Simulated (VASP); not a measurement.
Set up this calculation in VASP 6.6.1, as the native input.

```
Task                   : single point
Functional             : PBE
Potentials or basis    : VASP PAW PBE potentials, release 64 (Al, P)
Cutoff                 : 500 eV
k mesh                 : 2 × 2 × 2
Occupations            : gaussian, width 0.01 eV
Spin                   : no spin polarisation
Dipole correction      : no
Further INCAR settings : ALGO = Normal; EDIFF = 1e-06; NBANDS = 11
```

The structure of AlP lies in POSCAR:

```
AlP
1.0
    0.0000000000      2.7392607946      2.7392607946
    2.7392607946      0.0000000000      2.7392607946
    2.7392607946      2.7392607946      0.0000000000
Al P
1 1
Direct
    0.0000000000      0.0000000000      0.0000000000
    0.2500000000      0.2500000000      0.2500000000
```

These files were run (other wordings do the same):

INCAR

```
PREC = Accurate
ENCUT = 500
EDIFF = 1E-6
ISMEAR = 0
SIGMA = 0.01
LREAL = False
LASPH = True
NELM = 120
ALGO = Normal
ISIF = 2
LWAVE = False
LCHARG = True
GGA = PE
LELF = True
LVHAR = True
NBANDS = 11
GGA_COMPAT = False
```

KPOINTS

```
Automatic mesh
0
Gamma
  2 2 2
```

Potentials or basis: VASP PAW PBE potentials, release 64 (Al, P).

Run with:

```console
$ cat potpaw_PBE.64/Al/POTCAR potpaw_PBE.64/P/POTCAR > POTCAR
$ mpirun -np 1 vasp_std > vasp.out
```

Results of the run:

```
Pressure               : 7.2 GPa
Band gap on the k mesh : 1.40 eV (least direct gap 3.18 eV)
```

Caveat: the k points lie up to 0.99 Å⁻¹ apart.

Wall time 2 s on 1 thread of Intel(R) Xeon(R) 6975P-C (Granite Rapids), with other jobs on the host, peak memory 0.14 GiB.
